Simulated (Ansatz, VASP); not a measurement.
# Rb: VASP beside Ansatz

Contents of INCAR:

```
ALGO = Normal
EDIFF = 1E-6
ENCUT = 520
GGA = PE
ISIF = 2
ISMEAR = 0
LASPH = True
LCHARG = True
LELF = True
LREAL = False
LVHAR = True
LWAVE = False
NBANDS = 10
NELM = 100
PREC = Accurate
SIGMA = 0.05
```

Contents of KPOINTS:

```
k-points
0
Gamma
  6 6 6
```

POSCAR

```
Rb
1.0
    0.0000000000      3.5836242734      3.5836242734
    3.5836242734      0.0000000000      3.5836242734
    3.5836242734      3.5836242734      0.0000000000
Rb
1
Direct
    0.0000000000      0.0000000000      0.0000000000
```

Input for Ansatz:

```yaml
crystal:
  lattice:
    - [0.0, 3.5836242734, 3.5836242734]
    - [3.5836242734, 0.0, 3.5836242734]
    - [3.5836242734, 3.5836242734, 0.0]
  atoms:
    - { symbol: Rb, position: [0.0, 0.0, 0.0] }
basis:
  ecutwfc: 420
  ecutrho_ratio: 4
kpoints:
  mp_grid: { grid: [6, 6, 6] }
hamiltonian:
  xc: pbe
scf:
  occupations: { method: gaussian, width: 0.05 }
output:
  forces: true
  stress: true
  eigenvalues: true
```

Alike in both runs: task single point; functional PBE; k mesh 6 × 6 × 6; occupations gaussian, width 0.05 eV; no spin polarisation.

|  | VASP | Ansatz |
| --- | --- | --- |
| version | VASP 6.6.1 | Ansatz 0.2.0 |
| potentials or method | VASP PAW PBE potentials, release 64 (Rb_sv), cutoff 520 eV | scalar-relativistic, plane waves, PAW |
| valence electrons in the cell | 9 | 9 |

```csv
,VASP,Ansatz,Ansatz less VASP
gap on the k mesh at the Fermi level (eV),none,none,-
pressure (GPa),0.0,0.0,0.00
```

A gap of «none» marks a metal or a gap that the smearing closes.
